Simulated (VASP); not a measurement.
Ba: single point with PBE

System: Ba, a slab with vacuum.

```
CELL_PARAMETERS angstrom
4.35177 0.00000 0.00000
-1.45059 4.10289 0.00000
0.00000 0.00000 30.65960
ATOMIC_POSITIONS crystal
Ba 0.25000 0.25000 0.32616
Ba 0.75000 0.75000 0.44205
Ba 0.25000 0.25000 0.55795
Ba 0.75000 0.75000 0.67384
```

```yaml
Program: VASP 6.6.1
Task: single point
Functional: PBE
Potentials_or_basis: VASP PAW PBE potentials, release 64 (Ba_sv)
Cutoff: 520 eV
k_mesh: 9 × 9 × 1
Occupations: fermi-dirac, width 0.05 eV
Spin: no spin polarisation
Dipole_correction: yes
Further_INCAR_settings: ALGO = Normal; EDIFF = 1e-06; NBANDS = 28
```

* Largest force: 0.077 eV/Å
* Band gap on the k mesh: zero (bands 20 and 21 overlap by 0.51 eV)

Forces on the atoms (eV/Å):
```
Ba   0.000  0.000  0.056
Ba   0.000  0.000 -0.077
Ba   0.000  0.000  0.077
Ba   0.000  0.000 -0.056
```

Levels at points of the mesh, in eV from the Fermi level:
```
           k point  band 16  band 17  band 18  band 19  band 20  band 21  band 22  band 23  band 24  band 25
(0.00, 0.00, 0.00)   -13.83    -2.60    -2.18    -1.58    -1.06     0.41     0.43     0.70     0.83     1.05
```

Wall time 4.8 min on 1 thread of Intel(R) Xeon(R) 6975P-C (Granite Rapids), with other jobs on the host, peak memory 0.69 GiB.

Caveat: spin-orbit coupling is left out, which moves the levels of the heavy elements.
